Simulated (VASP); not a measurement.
# Ti in VASP: notebook

The runs below take Ti through single point, with PBEsol.

Program: VASP 6.6.1. These are calculated values, not measurements. Logs are shortened: lines on timing, memory, paths and dates and some standing lists are left out, and cuts for length are marked.

## Step 1: The cell of the first run

The structure is cubic, space group Fm-3m (No. 225). The conventional cell has a = 3.958 Å, b = 3.958 Å, c = 3.958 Å, α = 90.00°, β = 90.00°, γ = 90.00°. Ti (site symmetry m-3m) has 12 Ti at 2.80 Å within 3.7 Å.

This isn't the form of Ti at room conditions, which is hcp.

## Step 2: Single point, PBEsol (strain -0.025 along x and y, -0.025 along z)

The input, INCAR:

```
PREC = Accurate
ENCUT = 520
EDIFF = 1E-7
ISMEAR = 0
SIGMA = 0.15
LREAL = F
LASPH = T
NELM = 60
ALGO = Normal
ISIF = 2
LWAVE = F
LCHARG = F
GGA = PS
NBANDS = 12
```

The input, KPOINTS:

```
regular mesh
0
Gamma
  20 20 20
```

The input, POSCAR:

```
Ti
1.0
    0.0000000000      1.9792500000      1.9792500000
    1.9792500000      0.0000000000      1.9792500000
    1.9792500000      1.9792500000      0.0000000000
Ti
1
Direct
    0.0000000000      0.0000000000      0.0000000000
```

Potentials or basis: VASP PAW PBE potentials, release 64 (Ti_sv).

Started as:

```bash
cat potpaw_PBE.64/Ti_sv/POTCAR > POTCAR
mpirun -np 1 vasp_std > vasp.out
```

OUTCAR:

```text
PREC = Accurate
   ENCUT = 520
   EDIFF = 1E-7
   ISMEAR = 0
   LREAL = F
   LASPH = T
   NELM = 60
   ISIF = 2
   GGA = PS

 ion  position               nearest neighbor table
   1  0.000  0.000  0.000-

  LATTYP: Found a face centered cubic cell.
 ALAT       =     3.9585000000

  Lattice vectors:

 A1 = (   0.0000000000,   1.9792500000,   1.9792500000)
 A2 = (   1.9792500000,   0.0000000000,   1.9792500000)
 A3 = (   1.9792500000,   1.9792500000,   0.0000000000)

Analysis of symmetry for initial positions (statically):
=====================================================================
 Subroutine PRICEL returns:
 Original cell was already a primitive cell.

 Routine SETGRP: Setting up the symmetry group for a
 face centered cubic supercell.

 Subroutine GETGRP returns: Found 48 space group operations
 (whereof 48 operations were pure point group operations)
 out of a pool of 48 trial point group operations.

The static configuration has the point symmetry O_h .

Analysis of symmetry for dynamics (positions and initial velocities):
=====================================================================
 Subroutine PRICEL returns:
 Original cell was already a primitive cell.

 Routine SETGRP: Setting up the symmetry group for a
 face centered cubic supercell.

 Subroutine GETGRP returns: Found 48 space group operations
 (whereof 48 operations were pure point group operations)
 out of a pool of 48 trial point group operations.

The dynamic configuration has the point symmetry O_h .

 Subroutine INISYM returns: Found 48 space group operations
 (whereof 48 operations are pure point group operations),
 and found     1 'primitive' translations

----------------------------------------------------------------------------------------

                                     Primitive cell

  volume of cell :      15.5071

  direct lattice vectors                    reciprocal lattice vectors
     0.000000000  1.979250000  1.979250000    -0.252620942  0.252620942  0.252620942
     1.979250000  0.000000000  1.979250000     0.252620942 -0.252620942  0.252620942
     1.979250000  1.979250000  0.000000000     0.252620942  0.252620942 -0.252620942

  length of vectors
     2.799082193  2.799082193  2.799082193     0.437552307  0.437552307  0.437552307

  position of ions in fractional coordinates (direct lattice)
     0.000000000  0.000000000  0.000000000

  ion indices of the primitive-cell ions
   primitive index   ion index
                 1           1

----------------------------------------------------------------------------------------

 KPOINTS: regular mesh

Automatic generation of k-mesh.
 Grid dimensions read from file:
 generate k-points for:   20   20   20

 Generating k-lattice:

  Cartesian coordinates                     Fractional coordinates (reciprocal lattice)
    -0.012631047  0.012631047  0.012631047     0.050000000  0.000000000  0.000000000
     0.012631047 -0.012631047  0.012631047     0.000000000  0.050000000  0.000000000
     0.012631047  0.012631047 -0.012631047     0.000000000  0.000000000  0.050000000

  Length of vectors
     0.021877615  0.021877615  0.021877615

  Shift w.r.t. Gamma in fractional coordinates (k-lattice)
     0.000000000  0.000000000  0.000000000

 Subroutine IBZKPT returns following result:
 ===========================================

 Found    256 irreducible k-points:

 Following reciprocal coordinates:
            Coordinates               Weight
  0.000000  0.000000  0.000000      1.000000
  0.050000  0.000000  0.000000      8.000000
  0.100000  0.000000  0.000000      8.000000
  0.150000  0.000000  0.000000      8.000000
  0.200000  0.000000  0.000000      8.000000
  0.250000  0.000000  0.000000      8.000000
[... 16 lines left out ...]
 -0.400000  0.050000  0.000000     24.000000
 -0.350000  0.050000  0.000000     24.000000
 [... further k-points ...]
   k-points           NKPTS =    256   k-points in BZ     NKDIM =    256   number of bands    NBANDS=     12
   number of dos      NEDOS =    301   number of ions     NIONS =      1
   total plane-waves  NPLWV =  13824
   dimension x,y,z NGX =    24 NGY =   24 NGZ =   24
   dimension x,y,z NGXF=    48 NGYF=   48 NGZF=   48
   ions per type =               1
   NGX,Y,Z   is equivalent  to a cutoff of  14.25, 14.25, 14.25 a.u.
   NGXF,Y,Z  is equivalent  to a cutoff of  28.51, 28.51, 28.51 a.u.
 SYSTEM =  unknown system
   PREC   = accura    normal or accurate (medium, high low for compatibility)
   ISTART =      0    job   : 0-new  1-cont  2-samecut
   ICHARG =      2    charge: 1-file 2-atom 10-const
   ISPIN  =      1    spin polarized calculation?
   LNONCOLLINEAR =      F non collinear calculations
   LSORBIT =      F    spin-orbit coupling
   LASPH  =      T    aspherical Exc in radial PAW
   ENCUT  =  520.0 eV  38.22 Ry    6.18 a.u.   5.20  5.20  5.20*2*pi/ulx,y,z
   NELM   =     60;   NELMIN=  2; NELMDL= -5     # of ELM steps
[... 64 lines left out ...]
      7      10.2866      0.00000
      8      10.2866      0.00000
      9      12.1841      0.00000
     10      12.1841      0.00000
     11      25.2442      0.00000
     12      30.2470      0.00000

 k-point     2 :       0.0500    0.0000    0.0000
  band No.  band energies     occupation
      1     -46.9451      2.00000
      2     -22.7687      2.00000
      3     -22.7467      2.00000
      4     -22.7467      2.00000
      5       3.0912      2.00000
      6      10.2271      0.00000
      7      10.3212      0.00000
      8      10.3212      0.00000
      9      12.1601      0.00000
     10      12.1601      0.00000
     11      25.3423      0.00000
     12      29.5377      0.00000

 k-point     3 :       0.1000    0.0000    0.0000
  band No.  band energies     occupation
      1     -46.9314      2.00000
      2     -22.8410      2.00000
      3     -22.7554      2.00000
      4     -22.7554      2.00000
      5       3.3579      2.00000
      6      10.0630      0.00000
      7      10.4141      0.00000
      8      10.4141      0.00000
      9      12.1025      0.00000
     10      12.1025      0.00000
     11      25.5822      0.00000
     12      28.1721      0.00000

 k-point     4 :       0.1500    0.0000    0.0000
  band No.  band energies     occupation
      1     -46.9099      2.00000
      2     -22.9525      2.00000
      3     -22.7690      2.00000
      4     -22.7690      2.00000
      5       3.7816      2.00000
      6       9.8330      0.00001
      7      10.5280      0.00000
      8      10.5280      0.00000
      9      12.0561      0.00000
     10      12.0561      0.00000
     11      25.7089      0.00000
     12      26.8602      0.00000

 k-point     5 :       0.2000    0.0000    0.0000
  band No.  band energies     occupation
      1     -46.8827      2.00000
      2     -23.0913      2.00000
      3     -22.7861      2.00000
      4     -22.7861      2.00000
      5       4.3286      2.00000
      6       9.5918      0.02210
      7      10.5990      0.00000
      8      10.5990      0.00000
      9      12.0930      0.00000
     10      12.0930      0.00000
     11      24.8752      0.00000
     12      26.3926      0.00000
[... 228 lines left out ...]
      1     -46.7516      2.00000
      2     -23.7085      2.00000
      3     -22.8806      2.00000
      4     -22.8708      2.00000
      5       6.5485      2.00000
      6       9.9040      0.00000
      7      10.1953      0.00000
      8      10.3389      0.00000
      9      13.4630      0.00000
     10      13.5974      0.00000
     11      18.8010      0.00000
     12      24.5726      0.00000

 k-point    22 :      -0.4500    0.0500    0.0000
  band No.  band energies     occupation
      1     -46.7532      2.00000
      2     -23.7009      2.00000
      3     -22.8839      2.00000
      4     -22.8655      2.00000
      5       6.5376      2.00000
      6       9.9098      0.00000
      7      10.1960      0.00000
      8      10.3024      0.00000
      9      13.3636      0.00000
     10      13.6383      0.00000
     11      18.9027      0.00000
     12      24.6007      0.00000

 k-point    23 :      -0.4000    0.0500    0.0000
  band No.  band energies     occupation
      1     -46.7643      2.00000
      2     -23.6495      2.00000
      3     -22.8809      2.00000
      4     -22.8547      2.00000
      5       6.4436      2.00000
      6       9.7906      0.00003
      7      10.1968      0.00000
      8      10.2495      0.00000
      9      13.1300      0.00000
     10      13.5108      0.00000
     11      19.5505      0.00000
     12      24.8094      0.00000

 k-point    24 :      -0.3500    0.0500    0.0000
  band No.  band energies     occupation
      1     -46.7838      2.00000
      2     -23.5586      2.00000
      3     -22.8718      2.00000
      4     -22.8395      2.00000
      5       6.2107      2.00000
      6       9.5019      0.14953
      7      10.2552      0.00000
      8      10.3494      0.00000
      9      12.8032      0.00000
     10      13.2610      0.00000
     11      20.5718      0.00000
     12      25.1721      0.00000

 [... further k-points ...]

------------------------ aborting loop because EDIFF is reached ----------------------------------------

  FORCE on cell =-STRESS in cart. coord.  units (eV):
  Direction    XX          YY          ZZ          XY          YZ          ZX
  --------------------------------------------------------------------------------------
  -------------------------------------------------------------------------------------
  Total        0.8781627      0.8781627      0.8781627     -0.0000000     -0.0000000      0.0000000
  in kB       90.7305615     90.7305615     90.7305615     -0.0000000     -0.0000000      0.0000000
  external PRESSURE =      90.7305615 kB  Pullay stress =       0.0000000 kB

 VOLUME and BASIS-vectors are now :
 -----------------------------------------------------------------------------
  energy-cutoff  :      520.00
  volume of cell :       15.51
      direct lattice vectors                 reciprocal lattice vectors
     0.000000000  1.979250000  1.979250000    -0.252620942  0.252620942  0.252620942
     1.979250000  0.000000000  1.979250000     0.252620942 -0.252620942  0.252620942
     1.979250000  1.979250000  0.000000000     0.252620942  0.252620942 -0.252620942

 POSITION                                       TOTAL-FORCE (eV/Angst)
 -----------------------------------------------------------------------------------
      0.00000      0.00000      0.00000         0.000000     -0.000000      0.000000
 -----------------------------------------------------------------------------------
    total drift:                               -0.000000      0.000000     -0.000000

  FREE ENERGIE OF THE ION-ELECTRON SYSTEM (eV)
  ---------------------------------------------------
  free  energy   TOTEN  =        -8.2616629670 eV

  energy  without entropy=       -8.2450557769  energy(sigma->0) =       -8.25335937
```

It took 18 s on 1 thread of Intel Xeon 6975P-C (Granite Rapids), shared host; peak memory 0.17 GiB.

What came out:

* Free energy: -8.2617 eV
* Pressure: 9.1 GPa
* Band gap on the k mesh: zero (bands 6 and 7 overlap by 1.36 eV)

Levels at points of the mesh, in eV from the Fermi level:
```csv
k point,band 2,band 3,band 4,band 5,band 6,band 7,band 8,band 9,band 10,band 11
"(0.00, 0.00, 0.00)",-32.09,-32.09,-32.09,-6.35,0.94,0.94,0.94,2.84,2.84,15.90
"(0.50, 0.00, 0.00)",-33.07,-32.21,-32.21,-2.87,0.78,0.78,0.97,4.11,4.11,9.44
"(0.50, 0.50, 0.00)",-33.00,-32.43,-32.43,-3.01,-2.05,3.41,4.09,4.45,4.45,11.95
```

Caveat: the cell differs from its parent crystal (strain -0.025 along x and y, -0.025 along z); the cell stands under pressure; the PAW data sets were made with another functional, which shifts forces and pressure a little.

## Step 3: Single point, PBEsol (strain +0.025 along x and y, +0.025 along z)

The input, INCAR:

```
SYSTEM = Ti
PREC     = Accurate       ! precision mode
ENCUT    = 520            ! plane-wave cutoff, eV
EDIFF    = 1E-6           ! SCF threshold, eV
ISMEAR   = 0              ! smearing method
SIGMA    = 0.15           ! smearing width, eV
LREAL    = .False.        ! projectors in reciprocal space
LASPH    = .True.         ! aspherical terms in the spheres
NELM     = 100            ! most SCF steps
ALGO     = Normal         ! electronic algorithm
ISIF     = 2              ! what is computed and relaxed
LWAVE    = .False.        ! write WAVECAR
LCHARG   = .False.        ! write CHGCAR
GGA      = PS             ! functional
NBANDS   = 12             ! bands
```

The input, KPOINTS:

```
regular mesh
0
Gamma
  20 20 20
  0 0 0
```

The input, POSCAR:

```
Ti
1.0
    0.0000000000      2.0807500000      2.0807500000
    2.0807500000      0.0000000000      2.0807500000
    2.0807500000      2.0807500000      0.0000000000
Ti
1
Direct
    0.0000000000      0.0000000000      0.0000000000
```

Potentials or basis: VASP PAW PBE potentials, release 64 (Ti_sv).

Started as:

```bash
cat potpaw_PBE.64/Ti_sv/POTCAR > POTCAR
mpirun -np 1 vasp_std > vasp.out
```

Wall time 28 s (1 thread of Intel Xeon 6975P-C (Granite Rapids), shared host); peak memory 0.17 GiB.

The run converged. Its results:

* Free energy: -8.2578 eV
* Pressure: -7.8 GPa
* Band gap on the k mesh: zero (bands 6 and 7 overlap by 1.22 eV)

Levels at points of the mesh, in eV from the Fermi level:
| k point | band 2 | band 3 | band 4 | band 5 | band 6 | band 7 | band 8 | band 9 | band 10 | band 11 |
| --- | --- | --- | --- | --- | --- | --- | --- | --- | --- | --- |
| (0.00, 0.00, 0.00) | -32.54 | -32.54 | -32.54 | -6.01 | 0.85 | 0.85 | 0.85 | 2.39 | 2.39 | 15.07 |
| (0.50, 0.00, 0.00) | -33.14 | -32.62 | -32.62 | -2.51 | 0.56 | 0.74 | 0.74 | 3.42 | 3.42 | 7.80 |
| (0.50, 0.50, 0.00) | -33.10 | -32.75 | -32.75 | -2.46 | -1.61 | 2.68 | 3.41 | 3.69 | 3.69 | 10.13 |

Caveat: the cell differs from its parent crystal (strain +0.025 along x and y, +0.025 along z); the cell stands under tension; the PAW data sets were made with another functional, which shifts forces and pressure a little.

## Step 4: Single point, PBEsol (strain +0.050 along x and y, +0.050 along z)

The input, INCAR:

```
SYSTEM = Ti
  ALGO = Normal
  EDIFF = 1E-6
  ENCUT = 520
  GGA = PS
  ISIF = 2
  ISMEAR = 0
  LASPH = .True.
  LCHARG = .False.
  LREAL = .False.
  LWAVE = .False.
  NBANDS = 12
  NELM = 100
  PREC = Accurate
  SIGMA = 0.15
```

The input, KPOINTS:

```
k-points
0
Gamma
  20 20 20
  0 0 0
```

The input, POSCAR:

```
Ti
1.0
    0.0000000000      2.1315000000      2.1315000000
    2.1315000000      0.0000000000      2.1315000000
    2.1315000000      2.1315000000      0.0000000000
Ti
1
Direct
    0.0000000000      0.0000000000      0.0000000000
```

Started as:

```bash
cat potpaw_PBE.64/Ti_sv/POTCAR > POTCAR
mpirun -np 1 vasp_std > vasp.out
```

Run time: 21 s. Hardware: 1 thread of Intel Xeon 6975P-C (Granite Rapids), shared host; peak memory 0.17 GiB.

The run converged. Its results:

```
Free energy            : -8.1680 eV
Pressure               : -13.2 GPa
Band gap on the k mesh : zero (bands 6 and 7 overlap by 1.14 eV)
```

Levels at points of the mesh, in eV from the Fermi level:
| k point | band 2 | band 3 | band 4 | band 5 | band 6 | band 7 | band 8 | band 9 | band 10 | band 11 |
| --- | --- | --- | --- | --- | --- | --- | --- | --- | --- | --- |
| (0.00, 0.00, 0.00) | -32.74 | -32.74 | -32.74 | -5.82 | 0.80 | 0.80 | 0.80 | 2.19 | 2.19 | 14.67 |
| (0.50, 0.00, 0.00) | -33.21 | -32.80 | -32.80 | -2.36 | 0.43 | 0.70 | 0.70 | 3.12 | 3.12 | 7.10 |
| (0.50, 0.50, 0.00) | -33.18 | -32.91 | -32.91 | -2.23 | -1.44 | 2.41 | 3.11 | 3.36 | 3.36 | 9.33 |

Caveat: the cell differs from its parent crystal (strain +0.050 along x and y, +0.050 along z); the cell stands under tension; the PAW data sets were made with another functional, which shifts forces and pressure a little.

## Step 5: Single point, PBEsol (strain -0.050 along x and y, -0.025 along z)

The input, INCAR:

```
SYSTEM = Ti
PREC = Accurate
ENCUT = 520
EDIFF = 1E-6
ISMEAR = 0
SIGMA = 0.15
LREAL = .FALSE.
LASPH = .TRUE.
NELM = 60
ALGO = Normal
ISIF = 2
LWAVE = .FALSE.
LCHARG = .FALSE.
GGA = PS
NBANDS = 12
```

The input, KPOINTS:

```
Automatic mesh
0
G
  20 20 20
  0 0 0
```

The input, POSCAR:

```
Ti
1.0
    0.0000000000      1.9285000000      1.9792500000
    1.9285000000      0.0000000000      1.9792500000
    1.9285000000      1.9285000000      0.0000000000
Ti
1
Direct
    0.0000000000      0.0000000000      0.0000000000
```

Started as:

```bash
cat potpaw_PBE.64/Ti_sv/POTCAR > POTCAR
mpirun -np 1 vasp_std > vasp.out
```

Run time: 37 s. Hardware: 1 thread of Intel Xeon 6975P-C (Granite Rapids), shared host; peak memory 0.22 GiB.

The run converged. Its results:

| Property | Result |
| --- | --- |
| Free energy | -8.1970 eV |
| Pressure | 17.1 GPa |
| Band gap on the k mesh | zero (bands 6 and 7 overlap by 1.38 eV) |

Stress tensor (GPa, compression positive):
```
17.47  0.00  0.00
 0.00 17.47  0.00
 0.00  0.00 16.51
```

Levels at points of the mesh, in eV from the Fermi level:
| k point | band 2 | band 3 | band 4 | band 5 | band 6 | band 7 | band 8 | band 9 | band 10 | band 11 |
| --- | --- | --- | --- | --- | --- | --- | --- | --- | --- | --- |
| (0.00, 0.00, 0.00) | -31.93 | -31.93 | -31.93 | -6.44 | 0.80 | 1.05 | 1.05 | 2.84 | 3.14 | 16.20 |
| (0.50, 0.00, 0.00) | -33.08 | -32.09 | -32.05 | -3.00 | 0.65 | 0.93 | 1.17 | 4.31 | 4.42 | 10.07 |
| (0.50, 0.50, 0.00) | -32.99 | -32.29 | -32.29 | -3.22 | -2.18 | 3.38 | 4.36 | 4.72 | 4.72 | 12.31 |
| (0.50, 0.00, 0.50) | -32.99 | -32.37 | -32.31 | -3.23 | -2.25 | 3.92 | 4.33 | 4.63 | 4.83 | 12.81 |

Caveat: the cell differs from its parent crystal (strain -0.050 along x and y, -0.025 along z); the cell stands under pressure; the PAW data sets were made with another functional, which shifts forces and pressure a little.

## Step 6: The runs side by side

| cell | gap on the mesh (eV) | pressure (GPa) |
| --- | --- | --- |
| a = 2.799 Å, angles 60.0°, 1 atom | none | 9.1 |
| a = 2.943 Å, angles 60.0°, 1 atom | none | -7.8 |
| a = 3.014 Å, angles 60.0°, 1 atom | none | -13.2 |
| a = 2.763, b = 2.763, c = 2.727 Å, angles 60.4, 60.4, 59.1°, 1 atom | none | 17.1 |

Alike in all rows: task single point; level PBEsol; potentials or basis VASP PAW PBE potentials, release 64 (Ti_sv); no spin polarisation; k mesh 20 × 20 × 20; cutoff (eV) 520; smearing gaussian 0.15 eV.

Caveats: the PAW data sets were made with another functional, which shifts forces and pressure a little; the cell stands under pressure (at least some runs); the cell stands under tension (at least some runs).

Total energies depend on the potentials used, so only differences within one code and one set of settings carry meaning.
